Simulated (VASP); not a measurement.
Write the native input for VASP 6.6.1 that does the following.

- Task: single point
- Functional: PBE
- Potentials or basis: VASP PAW PBE potentials, release 64 (Ag)
- Cutoff: 500 eV
- k mesh: 16 × 15 × 15
- Occupations: gaussian, width 0.1 eV
- Spin: no spin polarisation
- Dipole correction: no
- Further INCAR settings: ALGO = Normal; EDIFF = 1e-06; NBANDS = 12; ISYM = 0

The structure of Ag lies in POSCAR:

```
Ag
1.0
   -0.0408620000      2.0738282240      2.0738282240
    2.0329662240      0.0000000000      2.0329662240
    2.0329662240      2.0329662240      0.0000000000
Ag
1
Direct
    0.0000000000      0.0000000000      0.0000000000
```

This cell differs from its parent crystal: strained.

One way to write it, as run:

INCAR

```
SYSTEM = Ag
PREC = Accurate
ENCUT = 500
EDIFF = 1E-6
ISMEAR = 0
SIGMA = 0.1
LREAL = .False.
LASPH = .True.
NELM = 120
ALGO = Normal
ISIF = 2
LWAVE = .False.
LCHARG = .False.
GGA = PE
ISYM = 0
NBANDS = 12
GGA_COMPAT = .False.
```

KPOINTS

```
Automatic mesh
0
Gamma
  16 15 15
  0 0 0
```

Potentials or basis: VASP PAW PBE potentials, release 64 (Ag).

Launch:

```bash
$ cat potpaw_PBE.64/Ag/POTCAR > POTCAR
$ mpirun -np 1 vasp_std > vasp.out
```

Results of the run:

| Property | Result |
| --- | --- |
| Pressure | 3.0 GPa |
| Band gap on the k mesh | zero (an odd number of electrons rules out a gap without spin polarisation) |

Caveat: the cell differs from its parent crystal (strained).

Wall time 6.9 min on 1 thread of Intel Xeon 8259CL (shared host), peak memory 0.44 GiB.
